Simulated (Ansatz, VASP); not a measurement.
# Ba in VASP and in Ansatz

```
CELL_PARAMETERS angstrom
0.00000 3.08145 3.08145
3.08145 0.00000 3.08145
3.08145 3.08145 0.00000
ATOMIC_POSITIONS crystal
Ba 0.00000 0.00000 0.00000
```

Alike in both runs: functional PBEsol; k mesh 12 × 12 × 12; occupations gaussian, width 0.1 eV; no spin polarisation.

Ansatz relaxed the structure, and its values are those at the end. VASP's run is a single point on that final structure, the one shown.

|  | VASP | Ansatz |
| --- | --- | --- |
| version | VASP 6.6.1 | Ansatz 0.2.0 |
| potentials or method | VASP PAW PBE potentials, release 64 (Ba_sv), cutoff 500 eV | scalar-relativistic, plane waves, PAW |
| valence electrons in the cell | 10 | 10 |

Ansatz gave:

```
gap on the k mesh at the Fermi level (eV) : none
pressure (GPa)                            : 0.0
```

What did VASP give for the same quantities?

gap on the k mesh at the Fermi level (eV): none; pressure (GPa): 0.1.

VASP's potentials were made for PBE, not for PBEsol. A gap of «none» marks a metal or a gap that the smearing closes.

Spin-orbit coupling is off throughout.
